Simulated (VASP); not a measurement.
## MgO (zincblende type): single point with LDA

The system is MgO (zincblende type).

```
Mg O
1.0
     0.00000    1.85085    1.85085
     1.85085    0.00000    1.85085
     1.85085    1.85085    0.00000
Mg O
1 1
Direct
  0.00000 0.00000 0.00000
  0.25000 0.25000 0.25000
```

This cell differs from its parent crystal: volume scaled by 0.55.

```
Program             : VASP 6.6.1
Task                : single point
Functional          : LDA
Potentials or basis : VASP PAW LDA potentials, release 64 (Mg, O)
Cutoff              : 600 eV
k mesh              : 16 × 16 × 16
Occupations         : fermi-dirac, width 0.05 eV
Spin                : no spin polarisation
```

```json
{
  "Pressure": "271.6 GPa",
  "Band gap on the k mesh": "7.24 eV, indirect (least direct gap 8.06 eV)"
}
```

Levels at points of the mesh, in eV from the valence-band top:
| k point | band 2 | band 3 | band 4 | band 5 | band 6 | band 7 |
| --- | --- | --- | --- | --- | --- | --- |
| (0.00, 0.00, 0.00) | -0.07 | -0.07 | -0.07 | 8.37 | 24.27 | 24.27 |
| (0.50, 0.00, 0.00) | -5.10 | -0.14 | -0.14 | 13.60 | 15.07 | 19.48 |
| (0.50, 0.50, 0.00) | -4.47 | -0.81 | -0.81 | 7.24 | 15.24 | 25.23 |

Wall time 13 s on 1 thread of Intel Xeon 6975P-C, on a shared host, peak memory 0.15 GiB.

 A k mesh can miss the band edges.
